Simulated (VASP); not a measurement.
# Ta2H (C2/m) in VASP: notebook, part 2 of 2

VASP 6.6.1. The steps go on from the part before.

## 3. Single point, PBEsol

The input, INCAR:

```
SYSTEM = Ta2H
PREC = Accurate ; ENCUT = 520
EDIFF = 1E-6 ; ISMEAR = 1
SIGMA = 0.1 ; LREAL = .FALSE.
LASPH = .TRUE. ; NELM = 100
ALGO = Normal ; ISIF = 2
LWAVE = .FALSE. ; LCHARG = .FALSE.
GGA = PS ; NBANDS = 18
```

The input, KPOINTS:

```
regular mesh
0
G
  10 10 6
  0 0 0
```

The input, POSCAR:

```
Ta2H
1.0
    2.9190640000      0.0000000000      0.0000000000
    1.1117173487      2.6990774669      0.0000000000
   -0.4934939077     -0.3304516349      4.8476384120
Ta H
2 1
Direct
    0.2336440000      0.2336440000      0.2625630000
    0.7663560000      0.7663560000      0.7374370000
    0.5000000000      0.5000000000      0.0000000000
```

Potentials or basis: VASP PAW PBE potentials, release 64 (Ta_pv, H).

Started as:

```
> cat potpaw_PBE.64/Ta_pv/POTCAR potpaw_PBE.64/H/POTCAR > POTCAR
> mpirun -np 1 vasp_std > vasp.out
```

OUTCAR:

```text
SYSTEM = Ta2H
   PREC = Accurate
   ENCUT = 520
   EDIFF = 1E-6
   ISMEAR = 1
   LREAL = .FALSE.
   LASPH = .TRUE.
   NELM = 100
   ISIF = 2
   GGA = PS

 ion  position               nearest neighbor table
   1  0.234  0.234  0.263-   3 1.93   2 2.82   2 2.82   2 3.06   2 3.06   2 3.21   2 3.26   2 3.43

   2  0.766  0.766  0.737-   3 1.93   1 2.82   1 2.82   1 3.06   1 3.06   1 3.21   1 3.26   1 3.43

   3  0.500  0.500  0.000-   1 1.93   2 1.93

  LATTYP: Found a base centered monoclinic cell.
 ALAT       =     4.8510016959
 B/A-ratio  =     0.6696164424
 C/A-ratio  =     1.0067786627
 COS(beta)  =    -0.1216069938

  Lattice vectors:

 A1 = (   2.9190640000,   0.0000000000,   0.0000000000)
 A2 = (   1.1117173487,   2.6990774669,   0.0000000000)
 A3 = (  -0.4934939077,  -0.3304516349,   4.8476384120)

Analysis of symmetry for initial positions (statically):
=====================================================================
 Subroutine PRICEL returns:
 Original cell was already a primitive cell.

 Routine SETGRP: Setting up the symmetry group for a
 base centered monoclinic supercell.

 Subroutine GETGRP returns: Found  4 space group operations
[... 163 lines left out ...]
  ---------------------------------------------------
  free energy    TOTEN  =       -28.79451977 eV

  energy without entropy =      -28.79454931  energy(sigma->0) =      -28.79452962

 E-fermi :   5.5454     XC(G=0): -12.7020

 val. band max:        5.5332440325   @ k =   0.2000   0.2000   0.3333
 cond. band min:       5.5542805390   @ k =  -0.1000   0.4000   0.3333
 fundamental gap:      0.0210365065
 Fermi energy:         5.5453903032

 k-point     1 :       0.0000    0.0000    0.0000
  band No.  band energies     occupation
      1     -28.9440      2.00000
      2     -28.1652      2.00000
      3     -27.9213      2.00000
      4     -27.8989      2.00000
      5     -27.8782      2.00000
      6     -27.8717      2.00000
[... 481 lines left out ...]
      5     -28.1112      2.00000
      6     -27.9403      2.00000
[... 10 lines left out ...]
     17      10.8992      0.00000
     18      13.2244      0.00000

 [... further k-points ...]
[... 5 lines left out ...]
  --------------------------------------------------------------------------------------
  -------------------------------------------------------------------------------------
  Total       -0.9669553     -0.9898142     -0.9777394      0.0277489     -0.0446728     -0.0667132
  in kB      -40.5627882    -41.5216955    -41.0151684      1.1640392     -1.8739793     -2.7985490
  external PRESSURE =     -41.0332174 kB  Pullay stress =       0.0000000 kB

 VOLUME and BASIS-vectors are now :
 -----------------------------------------------------------------------------
  energy-cutoff  :      520.00
  volume of cell :       38.19
      direct lattice vectors                 reciprocal lattice vectors
     2.919064000  0.000000000  0.000000000     0.342575565 -0.141102730  0.025255870
     1.111717349  2.699077467  0.000000000     0.000000000  0.370496961  0.025255870
    -0.493493908 -0.330451635  4.847638412     0.000000000  0.000000000  0.206286013

 POSITION                                       TOTAL-FORCE (eV/Angst)
 -----------------------------------------------------------------------------------
      0.81219      0.54386      1.27281        -0.013643     -0.009135      0.030925
      2.72509      1.82477      3.57483         0.013643      0.009135     -0.030925
      2.01539      1.34954      0.00000         0.000000      0.000000      0.000000
 -----------------------------------------------------------------------------------
    total drift:                                0.000000     -0.000000      0.000000

  FREE ENERGIE OF THE ION-ELECTRON SYSTEM (eV)
  ---------------------------------------------------
  free  energy   TOTEN  =       -28.7945197721 eV

  energy  without entropy=      -28.7945493102  energy(sigma->0) =      -28.79452962
```

stdout:

```text
POSCAR found type information on POSCAR TaH
 POSCAR found :  2 types and       3 ions
 scaLAPACK will be used
 -----------------------------------------------------------------------------
|                                                                             |
|                                                                             |
|     You enforced a specific xc type in the INCAR file but a different       |
|     I HOPE YOU KNOW WHAT YOU ARE DOING!                                     |
|                                                                             |
 -----------------------------------------------------------------------------

 LDA part: xc-table for (Slater+PW92), standard interpolation
 POSCAR, INCAR and KPOINTS ok, starting setup
 FFT: planning ... GRIDC
 FFT: planning ... GRID_SOFT
 FFT: planning ... GRID
 WAVECAR not read
 entering main loop
```

Run time: 77 s. Hardware: 1 thread of Intel Xeon Platinum 8375C at 2.90GHz (Ice Lake), shared host; peak memory 0.23 GiB.

Results:

```
Free energy   : -28.7945 eV
Pressure      : -4.1 GPa
Largest force : 0.035 eV/Å
```

Forces in eV/Å, atoms in the order of the input:
```
Ta  -0.014 -0.009  0.031
Ta   0.014  0.009 -0.031
H    0.000  0.000  0.000
```

Levels at points of the mesh, in eV from the Fermi level:
```tsv
k point	band 8	band 9	band 10	band 11	band 12	band 13	band 14	band 15
(0.00, 0.00, 0.00)	-4.67	-1.88	-1.39	0.10	0.24	1.26	2.06	2.54
(0.50, 0.00, 0.00)	-3.65	-2.83	-1.59	-0.85	-0.83	2.18	3.23	4.78
(0.50, 0.50, 0.00)	-4.64	-3.66	-1.43	-0.77	1.47	4.23	5.83	6.24
(0.00, 0.00, 0.50)	-6.06	-1.82	-0.69	-0.37	-0.04	2.04	2.38	2.58
(0.50, 0.00, 0.50)	-4.68	-2.50	-1.36	-0.90	1.34	1.89	4.17	4.42
(0.50, 0.50, 0.50)	-3.28	-2.57	-2.41	0.34	0.76	0.95	1.12	5.72
```

Caveat: the PAW data sets were made with another functional, which shifts forces and pressure a little; spin-orbit coupling is left out, which moves the levels of the heavy elements.

## 4. Single point, LDA

Edit INCAR of step 3 so:

```diff
@@ -7,2 +7,2 @@
 LWAVE = .FALSE. ; LCHARG = .FALSE.
-GGA = PS ; NBANDS = 18
+NBANDS = 18
```

The input, KPOINTS:

```
Automatic mesh
0
G
  10 10 6
  0 0 0
```

POSCAR is that of step 3.

Potentials or basis: VASP PAW LDA potentials, release 64 (Ta_pv, H).

Started as:

```
> cat potpaw_LDA.64/Ta_pv/POTCAR potpaw_LDA.64/H/POTCAR > POTCAR
> mpirun -np 1 vasp_std > vasp.out
```

OUTCAR:

```text
SYSTEM = Ta2H
   PREC = Accurate
   ENCUT = 520
   EDIFF = 1E-6
   ISMEAR = 1
   LREAL = .FALSE.
   LASPH = .TRUE.
   NELM = 100
   ISIF = 2

 ion  position               nearest neighbor table
   1  0.234  0.234  0.263-   3 1.93   2 2.82   2 2.82   2 3.06   2 3.06   2 3.21   2 3.26   2 3.43

   2  0.766  0.766  0.737-   3 1.93   1 2.82   1 2.82   1 3.06   1 3.06   1 3.21   1 3.26   1 3.43

   3  0.500  0.500  0.000-   1 1.93   2 1.93

  LATTYP: Found a base centered monoclinic cell.
 ALAT       =     4.8510016959
 B/A-ratio  =     0.6696164424
 C/A-ratio  =     1.0067786627
 COS(beta)  =    -0.1216069938
[... 692 lines left out ...]
     17      10.9318      0.00000
     18      13.3039      0.00000

 [... further k-points ...]
[... 5 lines left out ...]
  --------------------------------------------------------------------------------------
  -------------------------------------------------------------------------------------
  Total       -1.9400009     -1.9249620     -1.9512438     -0.0182560     -0.0060059     -0.0089695
  in kB      -81.3810559    -80.7501920    -81.8526850     -0.7658199     -0.2519419     -0.3762601
  external PRESSURE =     -81.3279776 kB  Pullay stress =       0.0000000 kB

 VOLUME and BASIS-vectors are now :
 -----------------------------------------------------------------------------
  energy-cutoff  :      520.00
  volume of cell :       38.19
      direct lattice vectors                 reciprocal lattice vectors
     2.919064000  0.000000000  0.000000000     0.342575565 -0.141102730  0.025255870
     1.111717349  2.699077467  0.000000000     0.000000000  0.370496961  0.025255870
    -0.493493908 -0.330451635  4.847638412     0.000000000  0.000000000  0.206286013

 POSITION                                       TOTAL-FORCE (eV/Angst)
 -----------------------------------------------------------------------------------
      0.81219      0.54386      1.27281        -0.001061     -0.000711      0.092474
      2.72509      1.82477      3.57483         0.001061      0.000711     -0.092474
      2.01539      1.34954      0.00000         0.000000      0.000000     -0.000000
 -----------------------------------------------------------------------------------
    total drift:                                0.000000     -0.000000      0.000000

  FREE ENERGIE OF THE ION-ELECTRON SYSTEM (eV)
  ---------------------------------------------------
  free  energy   TOTEN  =       -29.5373128921 eV

  energy  without entropy=      -29.5371769432  energy(sigma->0) =      -29.53726758
```

OSZICAR:

```text
N       E                     dE             d eps       ncg     rms          rms(c)
DAV:   1     0.171403749010E+03    0.17140E+03   -0.13031E+04  6192   0.129E+03
DAV:   2    -0.261366793967E+02   -0.19754E+03   -0.19440E+03  7248   0.367E+02
DAV:   3    -0.309010118196E+02   -0.47643E+01   -0.47016E+01  7746   0.531E+01
DAV:   4    -0.309386241638E+02   -0.37612E-01   -0.37542E-01  7504   0.462E+00
DAV:   5    -0.309388604800E+02   -0.23632E-03   -0.23627E-03  7382   0.362E-01    0.206E+01
DAV:   6    -0.298240105722E+02    0.11148E+01   -0.13730E+00  7326   0.937E+00    0.957E+00
DAV:   7    -0.295440721921E+02    0.27994E+00   -0.95345E-01  7600   0.721E+00    0.614E-01
DAV:   8    -0.295374722129E+02    0.66000E-02   -0.21888E-02  6842   0.124E+00    0.206E-01
DAV:   9    -0.295373138116E+02    0.15840E-03   -0.56773E-04  7790   0.173E-01    0.623E-02
DAV:  10    -0.295373127745E+02    0.10371E-05   -0.34757E-05  7230   0.480E-02    0.137E-02
DAV:  11    -0.295373128921E+02   -0.11757E-06   -0.25208E-06  7042   0.130E-02
   1 F= -.29537313E+02 E0= -.29537268E+02  d E =-.135949E-03
```

Wall time 90 s (1 thread of Intel Xeon Platinum 8375C at 2.90GHz (Ice Lake), shared host); peak memory 0.22 GiB.

Results:

```
Free energy   : -29.5373 eV
Pressure      : -8.1 GPa
Largest force : 0.092 eV/Å
```

Forces on the atoms (eV/Å):
```
Ta  -0.001 -0.001  0.092
Ta   0.001  0.001 -0.092
H    0.000  0.000  0.000
```

Levels at points of the mesh, in eV from the Fermi level:
| k point | band 8 | band 9 | band 10 | band 11 | band 12 | band 13 | band 14 | band 15 |
| --- | --- | --- | --- | --- | --- | --- | --- | --- |
| (0.00, 0.00, 0.00) | -4.63 | -1.77 | -1.40 | 0.07 | 0.21 | 1.21 | 2.02 | 2.49 |
| (0.50, 0.00, 0.00) | -3.59 | -2.80 | -1.57 | -0.81 | -0.79 | 2.15 | 3.19 | 4.72 |
| (0.50, 0.50, 0.00) | -4.60 | -3.65 | -1.45 | -0.67 | 1.45 | 4.19 | 5.78 | 6.20 |
| (0.00, 0.00, 0.50) | -5.96 | -1.81 | -0.72 | -0.40 | -0.03 | 2.00 | 2.34 | 2.54 |
| (0.50, 0.00, 0.50) | -4.64 | -2.51 | -1.38 | -0.80 | 1.48 | 1.85 | 4.11 | 4.36 |
| (0.50, 0.50, 0.50) | -3.26 | -2.54 | -2.39 | 0.38 | 0.74 | 0.96 | 1.11 | 5.78 |

Caveat: spin-orbit coupling is left out, which moves the levels of the heavy elements.

## 5. Overview

```csv
level,potentials or basis,gap on the mesh (eV),pressure (GPa),largest force (eV/Å)
BLYP,"VASP PAW PBE potentials, release 64 (Ta_pv, H)",none,10.0,0.12
PBEsol,"VASP PAW PBE potentials, release 64 (Ta_pv, H)",none,-4.1,0.04
LDA,"VASP PAW LDA potentials, release 64 (Ta_pv, H)",none,-8.1,0.09
```

Alike in all rows: task single point; no spin polarisation; cell as given; k mesh 10 × 10 × 6; cutoff (eV) 520; smearing methfessel-paxton 0.1 eV.

Caveats: spin-orbit coupling is left out, which moves the levels of the heavy elements; the PAW data sets were made with another functional, which shifts forces and pressure a little (some runs).

Absolute energies hang on the potentials; compare differences alone.
